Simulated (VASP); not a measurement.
A run of VASP 6.6.1 is set up as follows.

File POSCAR:

```
Al
1.0
    4.5169641197      0.0000000000      0.0000000000
   -2.2584820599      3.9118056756      0.0000000000
    0.0000000000      0.0000000000      2.8013412270
Al
3
Direct
    1.0000000000      1.0000000000      0.0000000000
    0.3333333333      0.6666666667      0.5000000000
    0.6666666667      0.3333333333      0.5000000000
```

Contents of INCAR.step1:

```
SYSTEM = Al
PREC = Accurate
ENCUT = 520
ISMEAR = -1
SIGMA = 0.1
LREAL = .False.
LASPH = .True.
NELM = 100
NBANDS = 12
GGA = PE
ALGO = Normal
EDIFF = 1E-4
LWAVE = .True.
LCHARG = .False.
```

Contents of INCAR.step2:

```
SYSTEM = Al
PREC = Accurate
ENCUT = 520
EDIFF = 1E-6
ISMEAR = -1
SIGMA = 0.1
LREAL = .False.
LASPH = .True.
NELM = 100
ALGO = Normal
ISIF = 2
LWAVE = .False.
LCHARG = .False.
METAGGA = R2SCAN
LMIXTAU = .True.
NBANDS = 12
ISTART = 1
```

File KPOINTS:

```
regular mesh
0
Gamma
  11 11 15
  0 0 0
```

Potentials or basis: VASP PAW PBE potentials, release 64 (Al).

Command:

```bash
$ cat potpaw_PBE.64/Al/POTCAR > POTCAR
$ cp INCAR.step1 INCAR
$ mpirun -np 1 vasp_std > vasp.out
$ cp INCAR.step2 INCAR
$ mpirun -np 1 vasp_std > vasp.out
```

**Question.** What does it give for the band gap on the k mesh?

**Answer.** Zero (an odd number of electrons rules out a gap without spin polarisation).

**Question.** Estimate the pressure.

**Answer.** -0.4 GPa.

Stress tensor (GPa, compression positive):
```
 0.24  0.00  0.00
 0.00  0.24  0.00
 0.00  0.00 -1.67
```

Caveat: the PAW data sets were made with another functional, which shifts forces and pressure a little.
